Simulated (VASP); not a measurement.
A run of VASP 6.6.1:

File INCAR:

```
SYSTEM = ZrC
PREC = Accurate
ENCUT = 520
EDIFF = 1E-8
ISMEAR = -1
SIGMA = 0.05
LREAL = .False.
LASPH = .True.
NELM = 80
ALGO = Normal
ISIF = 2
LWAVE = .False.
LCHARG = .False.
GGA = PS
LEFG = .True.
NBANDS = 15
```

Contents of KPOINTS:

```
regular mesh
0
Gamma
  15 15 15
  0 0 0
```

Contents of POSCAR:

```
ZrC
1.0
    0.0000000000      2.3502100000      2.3737121000
    2.3502100000      0.0000000000      2.3737121000
    2.3502100000      2.3502100000      0.0000000000
Zr C
1 1
Direct
    0.5000000000      0.5000000000      0.5000000000
    0.0000000000      0.0000000000      0.0000000000
```

Potentials or basis: VASP PAW PBE potentials, release 64 (Zr_sv, C).

Command:

```bash
$ cat potpaw_PBE.64/Zr_sv/POTCAR potpaw_PBE.64/C/POTCAR > POTCAR
$ mpirun -np 1 vasp_std > vasp.out
```

Hardware: 1 thread of AMD EPYC 7R13, with other jobs on the host.

Task: How long does it take, and how much memory?

Result: Run time: 5.4 min on 1 thread of AMD EPYC 7R13, with other jobs on the host, peak memory 0.22 GiB. Counts: scf iterations 15, k points 288.
